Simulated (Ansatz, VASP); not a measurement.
## SnO2 in VASP and in Ansatz

```xyz
6
Lattice="4.7380 0.0000 0.0000 0.0000 4.7380 0.0000 0.0000 0.0000 3.1865" Properties=species:S:1:pos:R:3 pbc="T T T"
Sn    2.3690    2.3690    1.5933
Sn    0.0000    0.0000    0.0000
O     3.8240    0.9140    1.5933
O     3.2830    3.2830    0.0000
O     0.9140    3.8240    1.5933
O     1.4550    1.4550    0.0000
```

Alike in both runs: functional r2SCAN; k mesh 5 × 5 × 6; occupations fermi-dirac, width 0.05 eV; non-collinear spin, spin-orbit coupling.

|  | VASP | Ansatz |
| --- | --- | --- |
| version | VASP 6.6.1 | Ansatz 0.2.0 |
| potentials or method | VASP PAW PBE potentials, release 64 (Sn_d, O) | Ansatz PAW |
| plane-wave cutoff (eV) | 520 | 500 |
| valence electrons in the cell | 52 | 52 |
| task | single point | band structure |

Ansatz gave:

| Property | Result |
| --- | --- |
| pressure (GPa) | 3.3 |
| traceless stress, the component that is largest in VASP (GPa) | 0.80 |
| rms of the force components (eV/Å) | 0.113 |

**Question.** Which values does VASP return?

**Answer.** Pressure (GPa): 4.5; traceless stress, the component that is largest in VASP (GPa): 1.21; rms of the force components (eV/Å): 0.130.

VASP's potentials were made for PBE, not for r2SCAN. Atom by atom the forces differ by 0.016 eV/Å (rms over components).
